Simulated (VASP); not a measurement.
Set up this calculation in VASP 6.6.1, as the native input.

* Task: single point
* Functional: r2SCAN
* Potentials or basis: VASP PAW PBE potentials, release 64 (Mg, S)
* Cutoff: 520 eV
* k mesh: 6 × 6 × 6
* Occupations: gaussian, width 0.01 eV
* Spin: no spin polarisation
* Dipole correction: no
* Further INCAR settings: ALGO = Normal; EDIFF = 1e-06; NBANDS = 11

Crystal: MgS.

```
Mg S
1.0
     0.00000    2.88640    2.88640
     2.88640    0.00000    2.88640
     2.88640    2.88640    0.00000
Mg S
1 1
Direct
  0.00000 0.00000 0.00000
  0.75000 0.75000 0.75000
```

This cell differs from its parent crystal: volume changed by +6%.

One way to write it, as run:

POSCAR

```
MgS
1.0
    0.0000000000      2.8863962108      2.8863962108
    2.8863962108      0.0000000000      2.8863962108
    2.8863962108      2.8863962108      0.0000000000
Mg S
1 1
Direct
    0.0000000000      0.0000000000      0.0000000000
    0.7500000000      0.7500000000      0.7500000000
```

INCAR.step1

```
SYSTEM = MgS
PREC = Accurate
ENCUT = 520
ISMEAR = 0
SIGMA = 0.01
LREAL = .FALSE.
LASPH = .TRUE.
NELM = 60
NBANDS = 11
GGA = PE
ALGO = Normal
EDIFF = 1E-4
LWAVE = .TRUE.
LCHARG = .FALSE.
```

INCAR.step2

```
SYSTEM = MgS
PREC = Accurate
ENCUT = 520
EDIFF = 1E-6
ISMEAR = 0
SIGMA = 0.01
LREAL = .FALSE.
LASPH = .TRUE.
NELM = 60
ALGO = Normal
ISIF = 2
LWAVE = .FALSE.
LCHARG = .FALSE.
METAGGA = R2SCAN
LMIXTAU = .TRUE.
NBANDS = 11
ISTART = 1
```

KPOINTS

```
Automatic mesh
0
G
  6 6 6
  0 0 0
```

Potentials or basis: VASP PAW PBE potentials, release 64 (Mg, S).

Launch:

```console
$ cat potpaw_PBE.64/Mg/POTCAR potpaw_PBE.64/S/POTCAR > POTCAR
$ cp INCAR.step1 INCAR
$ mpirun -np 1 vasp_std > vasp.out
$ cp INCAR.step2 INCAR
$ mpirun -np 1 vasp_std > vasp.out
```

It gave:

```json
{
  "Pressure": "-3.4 GPa",
  "Band gap on the k mesh": "3.83 eV, direct"
}
```

Caveat: the PAW data sets were made with another functional, which shifts forces and pressure a little.

Run time: 51 s on 1 thread of Intel Xeon 6975P-C (shared host), peak memory 0.17 GiB.
